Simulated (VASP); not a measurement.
Here is a VASP 6.6.1 calculation.

INCAR

```
SYSTEM = In2Ga3P5
PREC = Accurate
ENCUT = 520
EDIFF = 1E-7
ISMEAR = 0
SIGMA = 0.1
LREAL = .False.
LASPH = .True.
NELM = 80
ALGO = Normal
ISIF = 2
LWAVE = .False.
LCHARG = .True.
GGA = PE
LELF = .True.
LVHAR = .True.
NBANDS = 56
```

Contents of KPOINTS:

```
regular mesh
0
Gamma
  4 4 4
  0 0 0
```

File POSCAR:

```
In2Ga3P5
1.0
    0.0001630451     -4.0299998370     -0.0002684701
    4.0301427919     -0.0001631613     -0.0001184199
   -2.0169697397      2.0144482306     14.1808929513
In Ga P
2 3 5
Direct
    0.3983064525      0.3983612540      0.7968605704
    0.6019634292      0.6017457071      0.2031399397
    0.7969030179      0.7969153339      0.5938216881
   -0.0000487876      0.0001092882     -0.0000034224
    0.2028496783      0.2029665305      0.4061695936
    0.3433460844      0.8432402811      0.6866996957
    0.9533975371      0.4535460834      0.9069931731
    0.5465033795      0.0466280268      0.0930130285
    0.1569795013      0.6565306589      0.3133063154
    0.7497997074      0.2499568363      0.4999994180
```

Potentials or basis: VASP PAW PBE potentials, release 64 (In_d, Ga_d, P).

Launch:

```bash
$ cat potpaw_PBE.64/In_d/POTCAR potpaw_PBE.64/Ga_d/POTCAR potpaw_PBE.64/P/POTCAR > POTCAR
$ mpirun -np 1 vasp_std > vasp.out
```

Q: Predict the largest force.

A: 0.004 eV/Å.

Q: What does it give for the pressure?

A: 0.0 GPa.

Q: Estimate the band gap on the k mesh.

A: 0.88 eV.

Forces in eV/Å, atoms in the order of the input:
```
In   0.001 -0.001 -0.001
In  -0.001  0.003  0.001
Ga   0.000  0.000  0.001
Ga  -0.001  0.000  0.001
Ga   0.000 -0.002  0.000
P    0.001  0.001  0.003
P    0.000 -0.001 -0.004
P    0.000  0.000  0.003
P    0.001  0.002 -0.004
P    0.000 -0.001  0.000
```

Caveat: spin-orbit coupling is left out, which moves the levels of the heavy elements. A k mesh can miss the band edges.
